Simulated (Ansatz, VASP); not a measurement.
## SnMo: VASP beside Ansatz

The input INCAR:

```
PREC     = Accurate       # precision mode
ENCUT    = 520            # plane-wave cutoff, eV
EDIFF    = 1E-6           # SCF threshold, eV
ISMEAR   = 0              # smearing method
SIGMA    = 0.1            # smearing width, eV
LREAL    = F              # projectors in reciprocal space
LASPH    = T              # aspherical terms in the spheres
NELM     = 150            # most SCF steps
ALGO     = Normal         # electronic algorithm
ISIF     = 2              # what is computed and relaxed
LWAVE    = F              # write WAVECAR
LCHARG   = F              # write CHGCAR
ISPIN    = 2              # spin polarisation
MAGMOM   = 0 1            # initial moments
LORBIT   = 11             # projections on sites
LMAXMIX  = 4              # l up to which the mixer works
GGA      = PE             # functional
NBANDS   = 25             # bands
```

The input KPOINTS:

```
regular mesh
0
Gamma
  6 6 6
```

File POSCAR:

```
SnMo
1.0
    0.0000000000      3.0792005127      3.0792005127
    3.0792005127      0.0000000000      3.0792005127
    3.0792005127      3.0792005127      0.0000000000
Sn Mo
1 1
Direct
    0.2500000000      0.2500000000      0.2500000000
    0.0000000000      0.0000000000      0.0000000000
```

Input for Ansatz:

```yaml
crystal:
  lattice:
    - [0.0, 3.0792005127, 3.0792005127]
    - [3.0792005127, 0.0, 3.0792005127]
    - [3.0792005127, 3.0792005127, 0.0]
  atoms:
    - { symbol: Sn, position: [0.25, 0.25, 0.25] }
    - { symbol: Mo, position: [0.0, 0.0, 0.0], spin: 1.0 }
basis:
  ecutwfc: 420
kpoints:
  mp_grid: { grid: [6, 6, 6] }
hamiltonian:
  xc: pbe
scf:
  occupations: { method: gaussian, width: 0.1 }
  lower_state_search: "off"
output:
  forces: true
  stress: true
  eigenvalues: true
  populations: true
magnetization:
  spin_polarized: true
```

Change from the starting cell: species swapped into the BeTe type (F-43m, No. 216).

Alike in both runs: task single point; functional PBE; k mesh 6 × 6 × 6; occupations gaussian, width 0.1 eV; collinear spin.

|  | VASP | Ansatz |
| --- | --- | --- |
| version | VASP 6.6.1 | Ansatz 0.2.0 |
| potentials or method | VASP PAW PBE potentials, release 64 (Sn_d, Mo_sv), cutoff 520 eV | scalar-relativistic, plane waves, PAW |
| valence electrons in the cell | 28 | 28 |

|  | VASP | Ansatz | Ansatz less VASP |
| --- | --- | --- | --- |
| gap on the k mesh at the Fermi level (eV) | 0.04 | 0.04 | +0.001 |
| least direct gap on the mesh (eV) | 0.04 | 0.04 | +0.001 |
| pressure (GPa) | 3.1 | 3.0 | -0.05 |
| net moment per atom (μB) | 1.02 | 1.02 | 0.000 |
| size of the moment on the site where the two differ most (μB) | 1.89 | 1.65 | -0.240 |

Site moments also hang on the region over which each program counts them.
